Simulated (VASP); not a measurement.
# Zn (Fmmm) in VASP: notebook

Runs on Zn. Level: PBEsol. Tasks: single point.

Program: VASP 6.6.1. These are calculated values, not measurements. Logs are shortened: lines on timing, memory, paths and dates and some standing lists are left out, and cuts for length are marked.

## (1) The cell of the first run

The structure is orthorhombic, space group Fmmm (No. 69). Conventional cell: a = 2.629 Å, b = 4.467 Å, c = 4.915 Å, α = 90.00°, β = 90.00°, γ = 90.00°. Within 3.4 Å of Zn (site symmetry mmm) lie 14 Zn at 2.59 to 3.32 Å.

## (2) Single point, PBEsol

Input file INCAR:

```
PREC = Accurate
ENCUT = 520
EDIFF = 1E-7
ISMEAR = 0
SIGMA = 0.1
LREAL = F
LASPH = T
NELM = 100
ALGO = Normal
ISIF = 2
LWAVE = F
LCHARG = F
GGA = PS
NBANDS = 32
```

Input file KPOINTS:

```
Automatic mesh
0
Gamma
  6 6 4
```

Input file POSCAR:

```
Zn
1.0
    2.2336560464     -2.4576137302      0.0000000000
    2.2336560464      2.4576137302      0.0000000000
    0.0000000000      0.0000000000      5.2581920797
Zn
4
Direct
    0.2500004709      0.7499995291      0.1249951643
    0.7500004709      0.2499995291      0.3750048357
    0.7499995291      0.2500004709      0.8750048357
    0.2499995291      0.7500004709      0.6249951643
```

Potentials or basis: VASP PAW PBE potentials, release 64 (Zn).

Command:

```console
cat potpaw_PBE.64/Zn/POTCAR > POTCAR
mpirun -np 1 vasp_std > vasp.out
```

OUTCAR:

```text
PREC = Accurate
   ENCUT = 520
   EDIFF = 1E-7
   ISMEAR = 0
   LREAL = F
   LASPH = T
   NELM = 100
   ISIF = 2
   GGA = PS

 ion  position               nearest neighbor table
   1  0.250  0.750  0.125-   3 2.59   3 2.59   2 2.59   2 2.59   4 2.63   4 2.63   3 2.79   3 2.79
                             2 2.79   2 2.79
   2  0.750  0.250  0.375-   4 2.59   4 2.59   1 2.59   1 2.59   3 2.63   3 2.63   4 2.79   4 2.79
                             1 2.79   1 2.79
   3  0.750  0.250  0.875-   1 2.59   1 2.59   4 2.59   4 2.59   2 2.63   2 2.63   1 2.79   1 2.79
                             4 2.79   4 2.79
   4  0.250  0.750  0.625-   2 2.59   2 2.59   3 2.59   3 2.59   1 2.63   1 2.63   2 2.79   2 2.79
                             3 2.79   3 2.79
[... 8 lines left out ...]
 A1 = (   2.2336560464,  -2.4576137302,   0.0000000000)
 A2 = (   2.2336560464,   2.4576137302,   0.0000000000)
 A3 = (   0.0000000000,   0.0000000000,   5.2581920797)

Analysis of symmetry for initial positions (statically):
=====================================================================
 Subroutine PRICEL returns following result:

  LATTYP: Found a base centered orthorhombic cell.
 ALAT       =     4.4673120928
 B/A-ratio  =     1.1002650718
 C/A-ratio  =     0.5885185510

  Lattice vectors:

 A1 = (   2.2336560464,  -2.4576137302,   0.0000000000)
 A2 = (   2.2336560464,   2.4576137302,   0.0000000000)
 A3 = (   0.0000021037,   0.0000023146,   2.6290960399)

   2 primitive cells build up your supercell.

 Routine SETGRP: Setting up the symmetry group for a
 base centered orthorhombic supercell.

 Subroutine GETGRP returns: Found  8 space group operations
 (whereof  4 operations were pure point group operations)
 out of a pool of  8 trial point group operations.

The static configuration has the point symmetry C_2h.
 The point group associated with its full space group is D_2h.

Analysis of symmetry for dynamics (positions and initial velocities):
=====================================================================
 Subroutine PRICEL returns following result:

  LATTYP: Found a base centered orthorhombic cell.
 ALAT       =     4.4673120928
 B/A-ratio  =     1.1002650718
 C/A-ratio  =     0.5885185510

  Lattice vectors:

 A1 = (   2.2336560464,  -2.4576137302,   0.0000000000)
 A2 = (   2.2336560464,   2.4576137302,   0.0000000000)
 A3 = (   0.0000021037,   0.0000023146,   2.6290960399)

   2 primitive cells build up your supercell.
[... 107 lines left out ...]
   ENCUT  =  520.0 eV  38.22 Ry    6.18 a.u.   6.17  6.17  9.78*2*pi/ulx,y,z
   NELM   =    100;   NELMIN=  2; NELMDL= -5     # of ELM steps
   EDIFF  = 0.1E-06   stopping-criterion for ELM
   LREAL  =      F    real-space projection
   EDIFFG = 0.1E-05   stopping-criterion for IOM
   NSW    =      0    number of steps for IOM
   IBRION =     -1    ionic relax: 0-MD 1-quasi-New 2-CG
   NFREE  =      0    steps in history (QN), initial steepest desc. (CG)
   ISIF   =      2    stress and relaxation
   ISYM   =      2    0-nonsym 1-usesym 2-fastsym
   POTIM  = 0.5000    time-step for ionic-motion
   TEBEG  =    0.0;   TEEND  =   0.0 temperature during run
   PSTRESS=    0.0 pullay stress
   NELECT =      48.0000    total number of electrons
   NUPDOWN=      -1.0000    fix difference up-down
   EMIN   =  10.00;   EMAX   =-10.00  energy-range for DOS
   EFERMI =   0.00;   METHOD = LEGACY
   ISMEAR =     0;   SIGMA  =   0.10  broadening in eV -4-tet -1-fermi 0-gaus
   EFERMI_NEDOS =   21; number of points for ismear=-14 and -15
   IALGO  =     38    algorithm
   IMIX   =      4    mixing-type and parameters
     AMIX     =   0.40;   BMIX     =  1.00
     AMIX_MAG =   1.60;   BMIX_MAG =  1.00
  volume/ion in A,a.u.               =      14.43        97.39
  Fermi-wavevector in a.u.,A,eV,Ry     =   1.539418  2.909077 32.243177  2.369807
  Thomas-Fermi vector in A             =   2.645648
   LORBIT       =      0    0 simple, 1 ext, 2 COOP (PROOUT), +10 PAW based schemes
   GGA     = PS    functional components
   LHFCALC =     F    Hartree Fock is set to
   AEXX    =    0.0000 exact exchange contribution
   IVDW    =     0    specifies the selected vdW correction
   LEPSILON=     F    determine dielectric tensor
   LRPA    =     F    only Hartree local field effects (RPA)
 non-spin polarized calculation
 Gauss-broadening in eV      SIGMA  =   0.10
  energy-cutoff  :      520.00
  volume of cell :       57.73
 maximum number of plane-waves:      1579
 NGX is ok and might be reduce to    28

 number of electron      48.0000021 magnetization

 Free energy of the ion-electron system (eV)
  ---------------------------------------------------
  ext. energy  EPLUGINS =         0.00000000
  ---------------------------------------------------
  free energy    TOTEN  =        -6.19714812 eV

  energy without entropy =       -6.19234027  energy(sigma->0) =       -6.19474419

 E-fermi :   3.1770     XC(G=0): -11.9720

 val. band max:        3.1222687360   @ k =   0.1667  -0.0000   0.2500
 cond. band min:       3.2753064692   @ k =  -0.1667   0.1667   0.0000
 fundamental gap:      0.1530377332
 Fermi energy:         3.1769906500

 k-point     1 :       0.0000    0.0000    0.0000
  band No.  band energies     occupation
      1      -7.5260      2.00000
      2      -5.3021      2.00000
      3      -5.2127      2.00000
      4      -4.8619      2.00000
      5      -4.5888      2.00000
      6      -4.5888      2.00000
[... 829 lines left out ...]
     31      10.9625      0.00000
     32      12.6819      0.00000

 [... further k-points ...]

------------------------ aborting loop because EDIFF is reached ----------------------------------------

  FORCE on cell =-STRESS in cart. coord.  units (eV):
  Direction    XX          YY          ZZ          XY          YZ          ZX
  --------------------------------------------------------------------------------------
  -------------------------------------------------------------------------------------
  Total        0.1274253      0.0899412      0.1935790      0.0000000      0.0000000      0.0000000
  in kB        3.5364701      2.4961621      5.3724518      0.0000000      0.0000000      0.0000000
  external PRESSURE =       3.8016947 kB  Pullay stress =       0.0000000 kB

 VOLUME and BASIS-vectors are now :
 -----------------------------------------------------------------------------
  energy-cutoff  :      520.00
  volume of cell :       57.73
      direct lattice vectors                 reciprocal lattice vectors
     2.233656046 -2.457613730  0.000000000     0.223848251 -0.203449384  0.000000000
     2.233656046  2.457613730  0.000000000     0.223848251  0.203449384  0.000000000
     0.000000000  0.000000000  5.258192080     0.000000000  0.000000000  0.190179435

 POSITION                                       TOTAL-FORCE (eV/Angst)
 -----------------------------------------------------------------------------------
      2.23366      1.22880      0.65725         0.000000      0.000000      0.000131
      2.23366     -1.22881      1.97185         0.000000     -0.000000     -0.000131
      2.23366     -1.22880      4.60094         0.000000      0.000000     -0.000131
      2.23366      1.22881      3.28634         0.000000      0.000000      0.000131
 -----------------------------------------------------------------------------------
    total drift:                                0.000000     -0.001514     -0.000805

  FREE ENERGIE OF THE ION-ELECTRON SYSTEM (eV)
  ---------------------------------------------------
  free  energy   TOTEN  =        -6.1971481166 eV

  energy  without entropy=       -6.1923402721  energy(sigma->0) =       -6.19474419
```

OSZICAR:

```text
N       E                     dE             d eps       ncg     rms          rms(c)
DAV:   1     0.296591693020E+03    0.29659E+03   -0.23064E+04  2496   0.240E+03
DAV:   2     0.124877759796E+02   -0.28410E+03   -0.27004E+03  2560   0.409E+02
DAV:   3    -0.661942227354E+01   -0.19107E+02   -0.18935E+02  2696   0.117E+02
DAV:   4    -0.684470994885E+01   -0.22529E+00   -0.22523E+00  2752   0.139E+01
DAV:   5    -0.684506627641E+01   -0.35633E-03   -0.35632E-03  2744   0.488E-01    0.664E+00
DAV:   6    -0.624171516881E+01    0.60335E+00   -0.27743E+00  2856   0.277E+01    0.468E+00
DAV:   7    -0.621216286369E+01    0.29552E-01   -0.10205E-01  2896   0.428E+00    0.244E+00
DAV:   8    -0.619719064344E+01    0.14972E-01   -0.45221E-03  3176   0.813E-01    0.900E-02
DAV:   9    -0.619713533560E+01    0.55308E-04   -0.93325E-04  2816   0.314E-01    0.494E-02
DAV:  10    -0.619714884116E+01   -0.13506E-04   -0.95528E-05  2672   0.679E-02    0.788E-03
DAV:  11    -0.619714868124E+01    0.15992E-06   -0.93186E-07  2760   0.766E-03    0.388E-03
DAV:  12    -0.619714820446E+01    0.47679E-06   -0.15359E-07  1664   0.651E-03    0.902E-04
DAV:  13    -0.619714811659E+01    0.87868E-07   -0.10422E-08  1432   0.121E-03
   1 F= -.61971481E+01 E0= -.61947442E+01  d E =-.480784E-02
```

It took 26 s on 1 thread of Intel Xeon 6975P-C (Granite Rapids), shared host; peak memory 0.19 GiB.

What came out:

- Free energy: -6.1971 eV
- Pressure: 0.4 GPa
- Band gap on the k mesh: zero (bands 24 and 25 overlap by 3.72 eV)

Stress tensor (GPa, compression positive):
```
0.35 0.00 0.00
0.00 0.25 0.00
0.00 0.00 0.54
```

Caveat: the PAW data sets were made with another functional, which shifts forces and pressure a little.

## (3) Single point, PBEsol

This run uses another cell than the first one: it holds 1 atom, not 4.

Input file INCAR:

```
PREC = Accurate
ENCUT = 520
EDIFF = 1E-6
ISMEAR = 0
SIGMA = 0.1
LREAL = F
LASPH = T
NELM = 80
ALGO = Fast
ISIF = 2
LWAVE = F
LCHARG = F
GGA = PS
NBANDS = 12
```

Input file KPOINTS:

```
regular mesh
0
Gamma
  26 26 26
```

Input file POSCAR:

```
Zn
1.0
    0.0000000000      2.3692961863      2.3743034608
    1.2853940895      0.0000000000      2.3743034608
    1.2853940895      2.3692961863      0.0000000000
Zn
1
Direct
    0.5000000000      0.5000000000      0.5000000000
```

Potentials or basis: VASP PAW PBE potentials, release 64 (Zn).

Command:

```console
cat potpaw_PBE.64/Zn/POTCAR > POTCAR
mpirun -np 1 vasp_std > vasp.out
```

OUTCAR:

```text
PREC = Accurate
   ENCUT = 520
   EDIFF = 1E-6
   ISMEAR = 0
   LREAL = F
   LASPH = T
   NELM = 80
   ISIF = 2
   GGA = PS

 ion  position               nearest neighbor table
   1  0.500  0.500  0.500-

  LATTYP: Found a face centered orthorhombic cell.
 ALAT       =     2.5707881790
 B/A-ratio  =     1.8432449672
 C/A-ratio  =     1.8471404841

  Lattice vectors:

 A1 = (   0.0000000000,   2.3692961863,   2.3743034608)
 A2 = (   1.2853940895,   0.0000000000,   2.3743034608)
 A3 = (   1.2853940895,   2.3692961863,   0.0000000000)

Analysis of symmetry for initial positions (statically):
=====================================================================
 Subroutine PRICEL returns:
 Original cell was already a primitive cell.

 Routine SETGRP: Setting up the symmetry group for a
 face centered orthorhombic supercell.

 Subroutine GETGRP returns: Found  8 space group operations
 (whereof  8 operations were pure point group operations)
 out of a pool of  8 trial point group operations.

The static configuration has the point symmetry D_2h.

Analysis of symmetry for dynamics (positions and initial velocities):
=====================================================================
 Subroutine PRICEL returns:
 Original cell was already a primitive cell.

 Routine SETGRP: Setting up the symmetry group for a
 face centered orthorhombic supercell.

 Subroutine GETGRP returns: Found  8 space group operations
 (whereof  8 operations were pure point group operations)
 out of a pool of  8 trial point group operations.

The dynamic configuration has the point symmetry D_2h.

 Subroutine INISYM returns: Found  8 space group operations
 (whereof  8 operations are pure point group operations),
 and found     1 'primitive' translations

----------------------------------------------------------------------------------------

                                     Primitive cell

  volume of cell :      14.4618
[... 114 lines left out ...]
   AEXX    =    0.0000 exact exchange contribution
   IVDW    =     0    specifies the selected vdW correction
   LEPSILON=     F    determine dielectric tensor
   LRPA    =     F    only Hartree local field effects (RPA)
 non-spin polarized calculation
 RMM-DIIS sequential band-by-band and
 Gauss-broadening in eV      SIGMA  =   0.10
  energy-cutoff  :      520.00
  volume of cell :       14.46
 maximum number of plane-waves:       403
 NGX is ok and might be reduce to    28

 number of electron      11.9999999 magnetization

 Free energy of the ion-electron system (eV)
  ---------------------------------------------------
  ext. energy  EPLUGINS =         0.00000000
  ---------------------------------------------------
  free energy    TOTEN  =        -1.56008904 eV

  energy without entropy =       -1.55909136  energy(sigma->0) =       -1.55959020

 E-fermi :   3.2033     XC(G=0): -11.9623

 val. band max:        3.1977294808   @ k =  -0.2692   0.0769   0.2692
 cond. band min:       3.2164562688   @ k =   0.4231   0.3846   0.0000
 fundamental gap:      0.0187267880
 Fermi energy:         3.2033346909

 k-point     1 :       0.0000    0.0000    0.0000
  band No.  band energies     occupation
      1      -7.5194      2.00000
      2      -4.8665      2.00000
      3      -4.5105      2.00000
      4      -4.2415      2.00000
      5      -4.2359      2.00000
      6      -3.8695      2.00000
      7      18.6797      0.00000
      8      18.7963      0.00000
      9      21.6237      0.00000
     10      23.3762      0.00000
     11      27.7640      0.00000
     12      28.0398      0.00000
[... 331 lines left out ...]
 k-point    24 :       0.3846    0.0385    0.0000
  band No.  band energies     occupation
      1      -5.2018      2.00000
      2      -4.9527      2.00000
      3      -4.0630      2.00000
      4      -3.8852      2.00000
      5      -3.8274      2.00000
      6      -2.1072      2.00000
      7       8.7357      0.00000
      8      13.3781      0.00000
      9      15.1475      0.00000
     10      19.0039      0.00000
     11      21.0127      0.00000
     12      28.6220      0.00000

 [... further k-points ...]

------------------------ aborting loop because EDIFF is reached ----------------------------------------

  FORCE on cell =-STRESS in cart. coord.  units (eV):
  Direction    XX          YY          ZZ          XY          YZ          ZX
  --------------------------------------------------------------------------------------
  -------------------------------------------------------------------------------------
  Total        0.0462126      0.0317426      0.0285162     -0.0000000      0.0000000      0.0000000
  in kB        5.1197509      3.5166659      3.1592230     -0.0000000      0.0000000      0.0000000
  external PRESSURE =       3.9318799 kB  Pullay stress =       0.0000000 kB

 VOLUME and BASIS-vectors are now :
 -----------------------------------------------------------------------------
  energy-cutoff  :      520.00
  volume of cell :       14.46
      direct lattice vectors                 reciprocal lattice vectors
     0.000000000  2.369296186  2.374303461    -0.388985762  0.211033134  0.210588077
     1.285394090  0.000000000  2.374303461     0.388985762 -0.211033134  0.210588077
     1.285394090  2.369296186  0.000000000     0.388985762  0.211033134 -0.210588077

 POSITION                                       TOTAL-FORCE (eV/Angst)
 -----------------------------------------------------------------------------------
      1.28539      2.36930      2.37430        -0.000000      0.000000      0.000000
 -----------------------------------------------------------------------------------
    total drift:                                0.000000      0.000000      0.000000

  FREE ENERGIE OF THE ION-ELECTRON SYSTEM (eV)
  ---------------------------------------------------
  free  energy   TOTEN  =        -1.5600890416 eV

  energy  without entropy=       -1.5590913584  energy(sigma->0) =       -1.55959020
```

OSZICAR:

```text
N       E                     dE             d eps       ncg     rms          rms(c)
DAV:   1     0.402478307537E+02    0.40248E+02   -0.62590E+03 60648   0.156E+03
DAV:   2    -0.566657538651E+00   -0.40814E+02   -0.38537E+02 61948   0.213E+02
DAV:   3    -0.171595643890E+01   -0.11493E+01   -0.11474E+01 68428   0.354E+01
DAV:   4    -0.171826505232E+01   -0.23086E-02   -0.23085E-02 64896   0.153E+00
DAV:   5    -0.171826661324E+01   -0.15609E-05   -0.15607E-05 67692   0.389E-02    0.328E+00
RMM:   6    -0.157119508692E+01    0.14707E+00   -0.35982E-01 72895   0.810E+00    0.238E+00
RMM:   7    -0.156410817645E+01    0.70869E-02   -0.11578E-02 75583   0.163E+00    0.117E+00
RMM:   8    -0.156015048532E+01    0.39577E-02   -0.18417E-03 72178   0.388E-01    0.768E-02
RMM:   9    -0.156009792406E+01    0.52561E-04   -0.50244E-04 77237   0.347E-01    0.615E-02
RMM:  10    -0.156008933811E+01    0.85859E-05   -0.26979E-05 75992   0.582E-02    0.452E-03
RMM:  11    -0.156008904164E+01    0.29647E-06   -0.28126E-06 60026   0.171E-02
   1 F= -.15600890E+01 E0= -.15595902E+01  d E =-.997683E-03
```

Run time: 2.4 min. Hardware: 1 thread of Intel Xeon 6975P-C (Granite Rapids), shared host; peak memory 0.49 GiB.

What came out:

| Item | Value |
| --- | --- |
| Free energy | -1.5601 eV |
| Pressure | 0.4 GPa |
| Band gap on the k mesh | zero (bands 6 and 7 overlap by 6.05 eV) |

Stress tensor (GPa, compression positive):
```
0.51 0.00 0.00
0.00 0.35 0.00
0.00 0.00 0.32
```

Caveat: the PAW data sets were made with another functional, which shifts forces and pressure a little.
